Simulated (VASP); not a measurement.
# MoS2 (R3m) in VASP: further runs, part 2 of 2

VASP 6.6.1. The steps go on from the part before.

## (3) Single point, PBE (volume scaled by 1.04)

Contents of INCAR:

```
PREC = Accurate ; ENCUT = 520
EDIFF = 1E-6 ; ISMEAR = -1
SIGMA = 0.05 ; LREAL = False
LASPH = True ; NELM = 80
ALGO = Normal ; ISIF = 2
LWAVE = False ; LCHARG = False
GGA = PE ; NBANDS = 20
```

Contents of KPOINTS:

```
regular mesh
0
Gamma
  10 10 10
```

Contents of POSCAR:

```
MoS2
1.0
    1.6023114857      0.9250949704      6.2039075586
   -1.6023114857      0.9250949704      6.2039075586
    0.0000000000     -1.8501899408      6.2039075586
Mo S
1 2
Direct
    0.0000000000      0.0000000000      0.0000000000
    0.7484000000      0.7484000000      0.7484000000
    0.5849000000      0.5849000000      0.5849000000
```

Potentials or basis: VASP PAW PBE potentials, release 64 (Mo_sv, S).

Launch:

```sh
$ cat potpaw_PBE.64/Mo_sv/POTCAR potpaw_PBE.64/S/POTCAR > POTCAR
$ mpirun -np 1 vasp_std > vasp.out
```

OUTCAR:

```text
PREC = Accurate
   ENCUT = 520
   EDIFF = 1E-6
   ISMEAR = -1
   LREAL = False
   LASPH = True
   NELM = 80
   ISIF = 2
   GGA = PE

 ion  position               nearest neighbor table
   1  0.000  0.000  0.000-   2 2.40   2 2.40   2 2.40   3 2.40   3 2.40   3 2.40
   2  0.748  0.748  0.748-   1 2.40   1 2.40   1 2.40
   3  0.585  0.585  0.585-   1 2.40   1 2.40   1 2.40

  LATTYP: Found a trigonal (rhomboedric) cell.
 ALAT       =     6.4739224429
 COS(alpha) =     0.8774851015

  Lattice vectors:

[... 191 lines left out ...]
      4     -28.3693      2.00000
      5      -7.7865      2.00000
      6      -6.0851      2.00000
[... 541 lines left out ...]
     19      14.8538      0.00000
     20      15.6631      0.00000

 [... further k-points ...]
[... 5 lines left out ...]
  --------------------------------------------------------------------------------------
  -------------------------------------------------------------------------------------
  Total        0.2423318      0.2423318      2.3416217      0.0000000      0.0000000     -0.0000000
  in kB        7.0367349      7.0367349     67.9950796      0.0000000      0.0000000     -0.0000000
  external PRESSURE =      27.3561831 kB  Pullay stress =       0.0000000 kB

 VOLUME and BASIS-vectors are now :
 -----------------------------------------------------------------------------
  energy-cutoff  :      520.00
  volume of cell :       55.18
      direct lattice vectors                 reciprocal lattice vectors
     1.602311486  0.925094970  6.203907559     0.312049189  0.180161683  0.053729578
    -1.602311486  0.925094970  6.203907559    -0.312049189  0.180161683  0.053729578
     0.000000000 -1.850189941  6.203907559     0.000000000 -0.360323366  0.053729578

 POSITION                                       TOTAL-FORCE (eV/Angst)
 -----------------------------------------------------------------------------------
      0.00000      0.00000      0.00000         0.000000     -0.000000     -0.002508
      0.00000      0.00000     13.92901         0.000000     -0.000000      0.574010
      0.00000      0.00000     10.88600         0.000000      0.000000     -0.571503
 -----------------------------------------------------------------------------------
    total drift:                                0.000000     -0.000000      0.000022

  FREE ENERGIE OF THE ION-ELECTRON SYSTEM (eV)
  ---------------------------------------------------
  free  energy   TOTEN  =       -21.8008411565 eV

  energy  without entropy=      -21.8008358523  energy(sigma->0) =      -21.80083850
```

stdout:

```text
POSCAR found type information on POSCAR MoS
 POSCAR found :  2 types and       3 ions
 scaLAPACK will be used
 LDA part: xc-table for (Slater+PW92), standard interpolation
 POSCAR, INCAR and KPOINTS ok, starting setup
 FFT: planning ... GRIDC
 FFT: planning ... GRID_SOFT
 FFT: planning ... GRID
 WAVECAR not read
 entering main loop
```

Run time: 2.7 min. Hardware: 1 thread of Intel Xeon 6975P-C (Granite Rapids), shared host; peak memory 0.38 GiB.

What came out:

| Item | Value |
| --- | --- |
| Free energy | -21.8008 eV |
| Pressure | 2.7 GPa |
| Largest force | 0.574 eV/Å |
| Band gap on the k mesh | 0.81 eV, indirect (least direct gap 1.82 eV) |

Forces in eV/Å, atoms in the order of the input:
```
Mo   0.000  0.000 -0.003
S    0.000  0.000  0.574
S    0.000  0.000 -0.572
```

Levels at points of the mesh, in eV from the valence-band top:
```tsv
k point	band 10	band 11	band 12	band 13	band 14	band 15	band 16	band 17
(0.00, 0.00, 0.00)	-2.52	-2.52	-1.29	-1.03	1.87	1.87	2.32	2.32
(0.50, 0.00, 0.00)	-4.16	-2.32	-1.89	-1.51	1.35	1.82	3.34	3.42
(0.50, 0.50, 0.00)	-4.10	-2.82	-2.03	-1.37	1.31	1.91	2.93	3.77
(0.50, 0.50, 0.50)	-3.31	-2.49	-2.49	0.00	1.95	1.95	2.21	2.21
```

 A k mesh can miss the band edges.

## (4) Single point, PBE (volume scaled by 1.06)

Contents of INCAR:

```
SYSTEM = MoS2
  PREC = Accurate
  ENCUT = 520
  EDIFF = 1E-6
  ISMEAR = -1
  SIGMA = 0.05
  LREAL = .FALSE.
  LASPH = .TRUE.
  NELM = 80
  ALGO = Normal
  ISIF = 2
  LWAVE = .FALSE.
  LCHARG = .FALSE.
  GGA = PE
  NBANDS = 20
```

Contents of KPOINTS:

```
regular mesh
0
G
  10 10 10
  0 0 0
```

Contents of POSCAR:

```
MoS2
1.0
    1.6125175665      0.9309874539      6.2434239588
   -1.6125175665      0.9309874539      6.2434239588
    0.0000000000     -1.8619749079      6.2434239588
Mo S
1 2
Direct
    0.0000000000      0.0000000000      0.0000000000
    0.7484000000      0.7484000000      0.7484000000
    0.5849000000      0.5849000000      0.5849000000
```

Launch:

```sh
$ cat potpaw_PBE.64/Mo_sv/POTCAR potpaw_PBE.64/S/POTCAR > POTCAR
$ mpirun -np 1 vasp_std > vasp.out
```

Wall time 2.8 min (1 thread of Intel Xeon 6975P-C (Granite Rapids), shared host); peak memory 0.38 GiB.

It converged, with:

| Quantity | Value |
| --- | --- |
| Free energy | -21.8101 eV |
| Pressure | 0.0 GPa |
| Largest force | 0.261 eV/Å |
| Band gap on the k mesh | 0.81 eV, indirect (least direct gap 1.78 eV) |

Forces on the atoms (eV/Å):
```
Mo   0.000  0.000 -0.002
S    0.000  0.000  0.261
S    0.000  0.000 -0.259
```

Stress tensor (GPa, compression positive):
```
-1.90  0.00  0.00
 0.00 -1.90  0.00
 0.00  0.00  3.81
```

Levels at points of the mesh, in eV from the valence-band top:
```
           k point  band 9  band 10  band 11  band 12  band 13  band 14  band 15  band 16  band 17  band 18
(0.00, 0.00, 0.00)   -3.55    -2.45    -2.45    -1.27    -0.97     1.85     1.85     2.26     2.26     5.12
(0.50, 0.00, 0.00)   -4.95    -4.06    -2.28    -1.86    -1.45     1.33     1.79     3.30     3.36     5.18
(0.50, 0.50, 0.00)   -4.70    -4.00    -2.76    -2.00    -1.33     1.29     1.87     2.90     3.69     5.88
(0.50, 0.50, 0.50)   -3.57    -3.23    -2.43    -2.43     0.00     1.92     1.92     2.16     2.16     5.27
```

 A k mesh can miss the band edges.

## (5) Summary

| cell | gap on the mesh (eV) | pressure (GPa) | largest force (eV/Å) |
| --- | --- | --- | --- |
| a = 6.432 Å, angles 28.7°, 3 atoms | 0.81 | 5.8 | 0.91 |
| a = 6.474 Å, angles 28.7°, 3 atoms | 0.81 | 2.7 | 0.57 |
| a = 6.515 Å, angles 28.7°, 3 atoms | 0.81 | 0.0 | 0.26 |

Alike in all rows: task single point; level PBE; potentials or basis VASP PAW PBE potentials, release 64 (Mo_sv, S); no spin polarisation; k mesh 10 × 10 × 10; cutoff (eV) 520; smearing fermi-dirac 0.05 eV.

Total energies depend on the potentials used, so only differences within one code and one set of settings carry meaning.
